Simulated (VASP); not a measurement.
# TiO2 (P4_2/mnm) in VASP: further runs, part 2 of 2

VASP 6.6.1. Earlier steps stand in the parts before.

## Step 3: Single point, r2SCAN

POSCAR

```
TiO2
1.0
    4.5968460195      0.0000000000      0.0000000000
    0.0000000000      4.5968460195      0.0000000000
    0.0000000000      0.0000000000      2.9535015158
Ti O
2 4
Direct
    0.0000000000      0.0000000000      0.0000000000
    0.5000000000      0.5000000000      0.5000000000
    0.3046430023      0.3046430023      0.0000000000
    0.1953569977      0.8046430023      0.5000000000
    0.6953569977      0.6953569977      0.0000000000
    0.8046430023      0.1953569977      0.5000000000
```

INCAR.step1

```
SYSTEM = TiO2
PREC     = Accurate       ! precision mode
ENCUT    = 520            ! plane-wave cutoff, eV
ISMEAR   = 0              ! smearing method
SIGMA    = 0.01           ! smearing width, eV
LREAL    = .False.        ! projectors in reciprocal space
LASPH    = .True.         ! aspherical terms in the spheres
NELM     = 80             ! most SCF steps
NBANDS   = 33             ! bands
GGA      = PE             ! functional
ALGO     = Normal         ! electronic algorithm
EDIFF    = 1E-4           ! SCF threshold, eV
LWAVE    = .True.         ! write WAVECAR
LCHARG   = .False.        ! write CHGCAR
```

INCAR.step2

```
SYSTEM = TiO2
PREC     = Accurate       ! precision mode
ENCUT    = 520            ! plane-wave cutoff, eV
EDIFF    = 1E-6           ! SCF threshold, eV
ISMEAR   = 0              ! smearing method
SIGMA    = 0.01           ! smearing width, eV
LREAL    = .False.        ! projectors in reciprocal space
LASPH    = .True.         ! aspherical terms in the spheres
NELM     = 80             ! most SCF steps
ALGO     = Normal         ! electronic algorithm
ISIF     = 2              ! what is computed and relaxed
LWAVE    = .False.        ! write WAVECAR
LCHARG   = .False.        ! write CHGCAR
METAGGA  = R2SCAN         ! meta-GGA
LMIXTAU  = .True.       
NBANDS   = 33             ! bands
ISTART   = 1
```

KPOINTS

```
Automatic mesh
0
Gamma
  6 6 8
  0 0 0
```

Potentials or basis: VASP PAW PBE potentials, release 64 (Ti_sv, O).

On the command line:

```console
cat potpaw_PBE.64/Ti_sv/POTCAR potpaw_PBE.64/O/POTCAR > POTCAR
cp INCAR.step1 INCAR
mpirun -np 1 vasp_std > vasp.out
cp INCAR.step2 INCAR
mpirun -np 1 vasp_std > vasp.out
```

OUTCAR:

```text
SYSTEM = TiO2
   PREC = Accurate
   ENCUT = 520
   EDIFF = 1E-6
   ISMEAR = 0
   LREAL = .False.
   LASPH = .True.
   NELM = 80
   ISIF = 2
   METAGGA = R2SCAN
   ISTART = 1

 ion  position               nearest neighbor table
   1  0.000  0.000  0.000-   4 1.95   6 1.95   4 1.95   6 1.95   5 1.98   3 1.98
   2  0.500  0.500  0.500-   3 1.95   5 1.95   3 1.95   5 1.95   4 1.98   6 1.98
   3  0.305  0.305  0.000-   2 1.95   2 1.95   1 1.98
   4  0.195  0.805  0.500-   1 1.95   1 1.95   2 1.98
   5  0.695  0.695  0.000-   2 1.95   2 1.95   1 1.98
   6  0.805  0.195  0.500-   1 1.95   1 1.95   2 1.98

  LATTYP: Found a simple tetragonal cell.
 ALAT       =     4.5968460195
 C/A-ratio  =     0.6425060799

  Lattice vectors:

 A1 = (   4.5968460195,   0.0000000000,   0.0000000000)
 A2 = (   0.0000000000,   4.5968460195,   0.0000000000)
 A3 = (   0.0000000000,   0.0000000000,   2.9535015158)

Analysis of symmetry for initial positions (statically):
=====================================================================
 Subroutine PRICEL returns:
[... 185 lines left out ...]
 cond. band min:       6.7731371966   @ k =   0.0000   0.0000   0.0000
 fundamental gap:      2.2298000902
 Fermi energy:         4.7029964511

 k-point     1 :       0.0000    0.0000    0.0000
  band No.  band energies     occupation
      1     -54.5982      2.00000
      2     -54.5803      2.00000
      3     -29.8651      2.00000
      4     -29.8651      2.00000
      5     -29.6866      2.00000
      6     -29.6866      2.00000
[... 853 lines left out ...]
     32      10.0046      0.00000
     33      11.5567      0.00000

 [... further k-points ...]

------------------------ aborting loop because EDIFF is reached ----------------------------------------

  FORCE on cell =-STRESS in cart. coord.  units (eV):
  Direction    XX          YY          ZZ          XY          YZ          ZX
  --------------------------------------------------------------------------------------
  -------------------------------------------------------------------------------------
  Total        0.4096927      0.4096927      0.6932534     -0.0000000      0.0000000      0.0000000
  in kB       10.5174813     10.5174813     17.7969462     -0.0000000      0.0000000      0.0000000
  external PRESSURE =      12.9439696 kB  Pullay stress =       0.0000000 kB

 VOLUME and BASIS-vectors are now :
 -----------------------------------------------------------------------------
  energy-cutoff  :      520.00
  volume of cell :       62.41
      direct lattice vectors                 reciprocal lattice vectors
     4.596846020  0.000000000  0.000000000     0.217540461  0.000000000  0.000000000
     0.000000000  4.596846020  0.000000000     0.000000000  0.217540461  0.000000000
     0.000000000  0.000000000  2.953501516     0.000000000  0.000000000  0.338581170

 POSITION                                       TOTAL-FORCE (eV/Angst)
 -----------------------------------------------------------------------------------
      0.00000      0.00000      0.00000        -0.000000      0.000000      0.000000
      2.29842      2.29842      1.47675        -0.000000      0.000000      0.000000
      1.40040      1.40040      0.00000        -0.026935     -0.026935      0.000000
      0.89803      3.69882      1.47675         0.026935     -0.026935      0.000000
      3.19645      3.19645      0.00000         0.026935      0.026935      0.000000
      3.69882      0.89803      1.47675        -0.026935      0.026935      0.000000
 -----------------------------------------------------------------------------------
    total drift:                                0.000000      0.000000      0.000000

  FREE ENERGIE OF THE ION-ELECTRON SYSTEM (eV)
  ---------------------------------------------------
  free  energy   TOTEN  =       -69.7941651013 eV

  energy  without entropy=      -69.7941651013  energy(sigma->0) =      -69.79416510
```

OUTCAR.step1:

```text
SYSTEM = TiO2
   PREC = Accurate
   ENCUT = 520
   ISMEAR = 0
   LREAL = .False.
   LASPH = .True.
   NELM = 80
[... 1103 lines left out ...]
      0.89803      3.69882      1.47675         0.058036     -0.058036      0.000000
      3.19645      3.19645      0.00000         0.058036      0.058036      0.000000
      3.69882      0.89803      1.47675        -0.058036      0.058036      0.000000
 -----------------------------------------------------------------------------------
    total drift:                                0.000000      0.000000      0.000000

  FREE ENERGIE OF THE ION-ELECTRON SYSTEM (eV)
  ---------------------------------------------------
  free  energy   TOTEN  =       -53.6448234189 eV

  energy  without entropy=      -53.6448234189  energy(sigma->0) =      -53.64482342
```

It took 6.8 min on 1 thread of Intel Xeon 8259CL, shared host; peak memory 0.23 GiB.

What came out:

```yaml
Free_energy: -69.7942 eV
Pressure: 1.3 GPa
Largest_force: 0.038 eV/Å
Band_gap_on_the_k_mesh: 2.23 eV
```

Forces on the atoms (eV/Å):
```
Ti   0.000  0.000  0.000
Ti   0.000  0.000  0.000
O   -0.027 -0.027  0.000
O    0.027 -0.027  0.000
O    0.027  0.027  0.000
O   -0.027  0.027  0.000
```

Caveat: the PAW data sets were made with another functional, which shifts forces and pressure a little.
